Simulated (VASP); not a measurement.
Set up this calculation in VASP 6.6.1, as the native input.

```
Task                   : single point
Functional             : LDA
Potentials or basis    : VASP PAW LDA potentials, release 64 (Ir)
Cutoff                 : 520 eV
k mesh                 : 14 × 14 × 14
Occupations            : methfessel-paxton, width 0.2 eV
Spin                   : no spin polarisation
Dipole correction      : no
Further INCAR settings : ALGO = Normal; EDIFF = 1e-06; NBANDS = 10
```

The structure of Ir lies in POSCAR:

```
Ir
1.0
    0.0000000000      1.9060927672      1.9060927672
    1.9060927672      0.0000000000      1.9060927672
    1.9060927672      1.9060927672      0.0000000000
Ir
1
Direct
    0.0000000000      0.0000000000      0.0000000000
```

These files were run (other wordings do the same):

INCAR

```
PREC = Accurate
ENCUT = 520
EDIFF = 1E-6
ISMEAR = 1
SIGMA = 0.2
LREAL = F
LASPH = T
NELM = 80
ALGO = Normal
ISIF = 2
LWAVE = F
LCHARG = F
NBANDS = 10
```

KPOINTS

```
Automatic mesh
0
Gamma
  14 14 14
```

Potentials or basis: VASP PAW LDA potentials, release 64 (Ir).

The run is started by

```bash
$ cat potpaw_LDA.64/Ir/POTCAR > POTCAR
$ mpirun -np 1 vasp_std > vasp.out
```

It gave:

```json
{"Pressure": "2.4 GPa"}
```

It took 4.7 s on 1 thread of Intel Xeon 6975P-C, on a shared host, peak memory 0.13 GiB.
